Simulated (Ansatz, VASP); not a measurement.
One calculation of Zn4CdAs3, two programs

```xyz
8
Lattice="4.0269 0.0000 0.0000 0.0000 4.0269 0.0000 0.0000 0.0000 10.2295" Properties=species:S:1:pos:R:3 pbc="T T T"
Cd    0.0000    0.0000    5.1147
Zn    0.0000    2.0134    1.7099
Zn    2.0134    0.0000    1.7099
Zn    0.0000    2.0134    8.5196
Zn    2.0134    0.0000    8.5196
As    2.0134    2.0134    3.1738
As    2.0134    2.0134    7.0557
As    0.0000    0.0000    0.0000
```

Alike in both runs: functional r2SCAN; k mesh 5 × 5 × 2; occupations gaussian, width 0.0125 eV; no spin polarisation.

Ansatz relaxed the structure, and its values are those at the end. VASP's run is a single point on that final structure, the one shown.

```csv
,VASP,Ansatz
version,VASP 6.6.1,Ansatz 0.2.0
potentials or method,"VASP PAW PBE potentials, release 64 (Cd, Zn, As), cutoff 520 eV",PAW plane waves
valence electrons in the cell,75,113
```

VASP gave:

* gap on the k mesh at the Fermi level (eV): none
* pressure (GPa): 0.2
* rms of the force components (eV/Å): 0.013

Task: Which values does Ansatz return?

Result: gap on the k mesh at the Fermi level (eV): none; pressure (GPa): 0.0; rms of the force components (eV/Å): 0.001.

VASP's potentials were made for PBE, not for r2SCAN. A gap of «none» marks a metal or a gap that the smearing closes. VASP's potentials hold 75 valence electrons a cell and Ansatz's 113, so a difference there can come from the potentials and not from the codes.
